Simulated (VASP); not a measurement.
Here is a VASP 6.6.1 calculation.

The input INCAR:

```
PREC = Accurate ; ENCUT = 520
EDIFF = 1E-7 ; ISMEAR = 0
SIGMA = 0.15 ; LREAL = F
LASPH = T ; NELM = 80
ALGO = Normal ; ISIF = 2
LWAVE = F ; LCHARG = F
GGA = PE ; NBANDS = 16
```

File KPOINTS:

```
regular mesh
0
Gamma
  24 24 22
```

The input POSCAR:

```
WC
1.0
    2.9217716515      0.0000000000      0.0000000000
   -1.4608858258      2.5303284743      0.0000000000
    0.0000000000      0.0000000000      3.0748419522
W C
1 1
Direct
    0.0000000000      0.0000000000      0.0000000000
    0.6666666667      0.3333333333      0.5000000000
```

Potentials or basis: VASP PAW PBE potentials, release 64 (W_sv, C).

Launch:

```sh
$ cat potpaw_PBE.64/W_sv/POTCAR potpaw_PBE.64/C/POTCAR > POTCAR
$ mpirun -np 1 vasp_std > vasp.out
```

Q: Estimate the band gap on the k mesh.

A: Zero (bands 9 and 10 overlap by 1.05 eV).

Q: Predict the pressure.

A: -25.5 GPa.

Stress tensor (GPa, compression positive):
```
 -9.41   0.00   0.00
  0.00  -9.41   0.00
  0.00   0.00 -57.63
```

Caveat: the cell differs from its parent crystal (strain +0.000 along x and y, +0.080 along z); the cell stands under tension; spin-orbit coupling is left out, which moves the levels of the heavy elements.
